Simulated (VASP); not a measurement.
Wanted: the native input for a VASP 6.6.1 run.

```yaml
Task: single point
Functional: HSE06
Potentials_or_basis: VASP PAW PBE potentials, release 64 (Hf_pv, Pd, Se, Br, O)
Cutoff: 520 eV
k_mesh: 2 × 2 × 2
Occupations: fermi-dirac, width 0.05 eV
Spin: no spin polarisation
Dipole_correction: no
Grid_for_exact_exchange_PRECFOCK: Fast
Further_INCAR_settings: ALGO = Normal; EDIFF = 1e-06; NBANDS = 53
Share_of_exact_exchange: 0.25
Screening_parameter: 0.2079 1/Å
```

Crystal: Hf2Pd2Se2Br2O3.

```
CELL_PARAMETERS angstrom
5.76070 0.00000 0.00000
-0.52247 5.84720 0.00000
-1.48845 -0.88663 6.65037
ATOMIC_POSITIONS crystal
Hf 0.74540 0.39602 0.34989
Hf 0.28763 0.45322 0.59401
Pd 0.90854 0.13294 0.84849
Pd 0.25249 0.90323 0.35874
Se 0.63469 0.40355 0.93716
Se 0.62597 0.78174 0.53023
Br 0.85273 0.99089 0.15355
Br 0.22526 0.82084 0.86223
O 0.96040 0.28925 0.59026
O 0.43233 0.24524 0.40864
O 0.07457 0.58308 0.36682
```

One way to write it, as run:

POSCAR

```
Hf2Pd2Se2Br2O3
1.0
    5.7607000000      0.0000000000      0.0000000000
   -0.5224700000      5.8472000000      0.0000000000
   -1.4884500000     -0.8866300000      6.6503700000
Hf Pd Se Br O
2 2 2 2 3
Direct
    0.7454000000      0.3960200000      0.3498900000
    0.2876300000      0.4532200000      0.5940100000
    0.9085400000      0.1329400000      0.8484900000
    0.2524900000      0.9032300000      0.3587400000
    0.6346900000      0.4035500000      0.9371600000
    0.6259700000      0.7817400000      0.5302300000
    0.8527300000      0.9908900000      0.1535500000
    0.2252600000      0.8208400000      0.8622300000
    0.9604000000      0.2892500000      0.5902600000
    0.4323300000      0.2452400000      0.4086400000
    0.0745700000      0.5830800000      0.3668200000
```

INCAR.step1

```
SYSTEM = Hf2Pd2Se2Br2O3
PREC     = Accurate       ! precision mode
ENCUT    = 520            ! plane-wave cutoff, eV
EDIFF    = 1E-5           ! SCF threshold, eV
ISMEAR   = -1             ! smearing method
SIGMA    = 0.05           ! smearing width, eV
LREAL    = .False.        ! projectors in reciprocal space
LASPH    = .True.         ! aspherical terms in the spheres
NELM     = 120            ! most SCF steps
ALGO     = Normal         ! electronic algorithm
ISIF     = 2              ! what is computed and relaxed
LWAVE    = .True.         ! write WAVECAR
LCHARG   = .False.        ! write CHGCAR
NBANDS   = 53             ! bands
GGA      = PE             ! functional
GGA_COMPAT= .False.      
KPAR     = 2            
NCORE    = 2
```

INCAR.step2

```
SYSTEM = Hf2Pd2Se2Br2O3
PREC     = Accurate       ! precision mode
ENCUT    = 520            ! plane-wave cutoff, eV
EDIFF    = 1E-6           ! SCF threshold, eV
ISMEAR   = -1             ! smearing method
SIGMA    = 0.05           ! smearing width, eV
LREAL    = .False.        ! projectors in reciprocal space
LASPH    = .True.         ! aspherical terms in the spheres
NELM     = 120            ! most SCF steps
ALGO     = Normal         ! electronic algorithm
ISIF     = 2              ! what is computed and relaxed
LWAVE    = .False.        ! write WAVECAR
LCHARG   = .False.        ! write CHGCAR
GGA      = PE             ! functional
LHFCALC  = .True.         ! exact exchange
HFSCREEN = 0.2079         ! screening, 1/A
PRECFOCK = Fast         
NBANDS   = 53             ! bands
ISTART   = 1            
GGA_COMPAT= .False.      
KPAR     = 2            
NCORE    = 2
```

KPOINTS

```
Automatic mesh
0
Gamma
  2 2 2
  0 0 0
```

Potentials or basis: VASP PAW PBE potentials, release 64 (Hf_pv, Pd, Se, Br, O).

Command:

```sh
$ cat potpaw_PBE.64/Hf_pv/POTCAR potpaw_PBE.64/Pd/POTCAR potpaw_PBE.64/Se/POTCAR potpaw_PBE.64/Br/POTCAR potpaw_PBE.64/O/POTCAR > POTCAR
$ cp INCAR.step1 INCAR
$ mpirun -np 4 vasp_std > vasp.out
$ cp INCAR.step2 INCAR
$ mpirun -np 4 vasp_std > vasp.out
```

It gave:

```json
{
 "Pressure": "-3.3 GPa",
 "Largest force": "0.604 eV/Å",
 "Band gap on the k mesh": "1.25 eV"
}
```

Caveat: the k points lie up to 0.56 Å⁻¹ apart; the PAW data sets were made with another functional, which shifts forces and pressure a little; spin-orbit coupling is left out, which moves the levels of the heavy elements.

It took 16 min on 4 MPI ranks on Intel(R) Xeon(R) Platinum 8375C CPU @ 2.90GHz (Ice Lake) (shared host), peak memory 0.41 GiB a rank.
